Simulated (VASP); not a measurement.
Here is a VASP 6.6.1 calculation.

The input INCAR:

```
SYSTEM = Au
ALGO = Normal
EDIFF = 1E-6
EDIFFG = -0.005
ENCUT = 600
IBRION = 2
ISIF = 3
ISMEAR = -1
LASPH = .TRUE.
LCHARG = .FALSE.
LREAL = .FALSE.
LWAVE = .FALSE.
NELM = 60
NSW = 32
PREC = Accurate
PSTRESS = -26.0
SIGMA = 0.05
```

KPOINTS

```
k-points
0
G
  17 17 17
  0 0 0
```

POSCAR

```
Au
1.0
   -1.6155991455      1.6155991455      1.6155991455
    1.6155991455     -1.6155991455      1.6155991455
    1.6155991455      1.6155991455     -1.6155991455
Au
1
Direct
    0.0000000000      0.0000000000      0.0000000000
```

Potentials or basis: VASP PAW LDA potentials, release 64 (Au).

Command:

```console
$ cat potpaw_LDA.64/Au/POTCAR > POTCAR
$ mpirun -np 1 vasp_std > vasp.out
```

(1) Predict the space group after relaxing (to 0.05 Å).

(2) Estimate the relaxed cell.

Answers

(1) Im-3m (No. 229).

(2) a = 2.801 Å, b = 2.801 Å, c = 2.801 Å, α = 109.47°, β = 109.47°, γ = 109.47°.
